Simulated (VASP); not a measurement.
Write the native input for VASP 6.6.1 that does the following.

* Task: single point
* Functional: PBE
* Potentials or basis: VASP PAW PBE potentials, release 64 (Na_pv, Sn_d, F)
* Cutoff: 520 eV
* k mesh: 6 × 6 × 6
* Occupations: fermi-dirac, width 0.02 eV
* Spin: no spin polarisation
* Dipole correction: no
* Further INCAR settings: ALGO = Normal; EDIFF = 1e-06; NBANDS = 29

The structure of NaSnF3 lies in POSCAR:

```
NaSnF3
1.0
    4.8180254916      0.0000000000      0.0000000000
    0.0000000000      4.8180254916      0.0000000000
    0.0000000000      0.0000000000      4.8180254916
Na Sn F
1 1 3
Direct
    0.0000000000      0.0000000000      0.0000000000
    0.5000000000      0.5000000000      0.5000000000
    0.5000000000      0.5000000000      0.0000000000
    0.5000000000      0.0000000000      0.5000000000
    0.0000000000      0.5000000000      0.5000000000
```

This cell differs from its parent crystal: strain +4.0%.

These files were run (other wordings do the same):

INCAR

```
ALGO = Normal
EDIFF = 1E-6
ENCUT = 520
GGA = PE
ISIF = 2
ISMEAR = -1
LASPH = T
LCHARG = T
LELF = T
LREAL = F
LVHAR = T
LWAVE = F
NBANDS = 29
NELM = 60
PREC = Accurate
SIGMA = 0.02
```

KPOINTS

```
k-points
0
Gamma
  6 6 6
```

Potentials or basis: VASP PAW PBE potentials, release 64 (Na_pv, Sn_d, F).

Run with:

```bash
$ cat potpaw_PBE.64/Na_pv/POTCAR potpaw_PBE.64/Sn_d/POTCAR potpaw_PBE.64/F/POTCAR > POTCAR
$ mpirun -np 1 vasp_std > vasp.out
```

It gave:

```yaml
Pressure: -2.9 GPa
Band_gap_on_the_k_mesh: 1.49 eV (least direct gap 2.26 eV)
```

Caveat: the cell differs from its parent crystal (strain +4.0%); spin-orbit coupling is left out, which moves the levels of the heavy elements.

Run time: 30 s on 1 thread of Oxide Virtual Turin-like Processor, on a shared host, peak memory 0.2 GiB.
